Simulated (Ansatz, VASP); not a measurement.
## Two plane-wave programs on Mo

File INCAR:

```
  PREC = Accurate
  ENCUT = 520
  EDIFF = 1E-7
  ISMEAR = -1
  SIGMA = 0.1
  LREAL = False
  LASPH = True
  NELM = 60
  ALGO = Normal
  ISIF = 2
  LWAVE = False
  LCHARG = False
  GGA = RP
  NBANDS = 28
```

Contents of KPOINTS:

```
regular mesh
0
Gamma
  9 9 14
```

The input POSCAR:

```
Mo
1.0
    4.5621217737      0.0000000000      0.0000000000
   -2.2810608869      3.9509133512      0.0000000000
    0.0000000000      0.0000000000      2.5046374889
Mo
3
Direct
    0.0000000000      1.0000000000      0.0000000000
    0.3333333333      0.6666666667      0.5000000000
    0.6666666667      0.3333333333      0.5000000000
```

Input for Ansatz:

```yaml
crystal:
  lattice:
    - [4.5621217737, 0.0, 0.0]
    - [-2.2810608869, 3.9509133512, 0.0]
    - [0.0, 0.0, 2.5046374889]
  atoms:
    - { symbol: Mo, position: [0.0, 1.0, 0.0] }
    - { symbol: Mo, position: [0.3333333333, 0.6666666667, 0.5] }
    - { symbol: Mo, position: [0.6666666667, 0.3333333333, 0.5] }
hamiltonian:
  xc: rpbe
  pseudopotentials:
    kind: paw
    azcp:
      Mo: "pseudopotentials/Mo.paw.azcp"
basis:
  ecutwfc: 420
  fft_grid_basis: typed
kpoints:
  mp_grid: { grid: [9, 9, 14], shift: [0, 0, 0] }
magnetization:
  spin_polarized: false
scf:
  occupations: { method: fermi_dirac, width: 0.1 }
  lower_state_search: "off"
output:
  stress: true
  write_density: true
  write_potential: true
  elf: true
  volumetric_format: npy
```

Alike in both runs: task single point; functional RPBE; k mesh 9 × 9 × 14; occupations fermi-dirac, width 0.1 eV; no spin polarisation.

```csv
,VASP,Ansatz
version,VASP 6.6.1,Ansatz 0.2.0
potentials or method,"VASP PAW PBE potentials, release 64 (Mo_sv), cutoff 520 eV","plane waves (420 eV) with PAW, scalar-relativistic"
valence electrons in the cell,42,42
```

```tsv
	VASP	Ansatz	Ansatz less VASP
pressure (GPa)	23.2	22.6	-0.67
traceless stress, the component that is largest in VASP (GPa)	1.12	0.94	-0.185
```

VASP's potentials were made for PBE, not for RPBE. The functional is the same, so the differences come from potentials, cutoffs and numerics.
